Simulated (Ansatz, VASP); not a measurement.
Al in VASP and in Ansatz

Contents of POSCAR:

```
Al
1.0
   -1.6150869704      1.6150869704      1.5912186900
    1.6150869704     -1.6150869704      1.5912186900
    1.6150869704      1.6150869704     -1.5912186900
Al
1
Direct
    0.0000000000      0.0000000000      0.0000000000
```

The input INCAR.step1:

```
PREC = Accurate
ENCUT = 520
ISMEAR = 0
SIGMA = 0.15
LREAL = False
LASPH = True
NELM = 60
NBANDS = 8
GGA = PE
ALGO = Normal
EDIFF = 1E-4
LWAVE = True
LCHARG = False
```

Contents of INCAR.step2:

```
PREC = Accurate
ENCUT = 520
EDIFF = 1E-7
ISMEAR = 0
SIGMA = 0.15
LREAL = False
LASPH = True
NELM = 60
ALGO = Normal
ISIF = 2
LWAVE = False
LCHARG = True
METAGGA = R2SCAN
LMIXTAU = True
LELF = True
LVHAR = True
NBANDS = 8
ISTART = 1
```

KPOINTS

```
Automatic mesh
0
Gamma
  20 20 20
```

Input for Ansatz:

```yaml
crystal:
  lattice:
    - [-1.6150869704, 1.6150869704, 1.59121869]
    - [1.6150869704, -1.6150869704, 1.59121869]
    - [1.6150869704, 1.6150869704, -1.59121869]
  atoms:
    - { symbol: Al, position: [0.0, 0.0, 0.0] }
basis:
  ecutwfc: 500
kpoints:
  mp_grid: { grid: [20, 20, 20] }
hamiltonian:
  xc: r2scan
scf:
  occupations: { method: gaussian, width: 0.15 }
output:
  forces: true
  stress: true
  eigenvalues: true
```

Change from the starting cell: strain +0.015 along x and y, +0.000 along z, atoms carried along.

Alike in both runs: task single point; functional r2SCAN; k mesh 20 × 20 × 20; occupations gaussian, width 0.15 eV; no spin polarisation.

```csv
,VASP,Ansatz
version,VASP 6.6.1,Ansatz 0.2.0
potentials or method,"VASP PAW PBE potentials, release 64 (Al), cutoff 520 eV","scalar-relativistic, plane waves, PAW"
valence electrons in the cell,3,3
```

|  | VASP | Ansatz | Ansatz less VASP |
| --- | --- | --- | --- |
| gap on the k mesh at the Fermi level (eV) | none | none | - |
| pressure (GPa) | -2.2 | -1.9 | +0.29 |
| traceless stress, the component that is largest in VASP (GPa) | -0.57 | -0.57 | -0.001 |

VASP's potentials were made for PBE, not for r2SCAN. A gap of «none» marks a metal or a gap that the smearing closes. With one functional, cell and mesh, what is left measures potentials, basis and numerics.
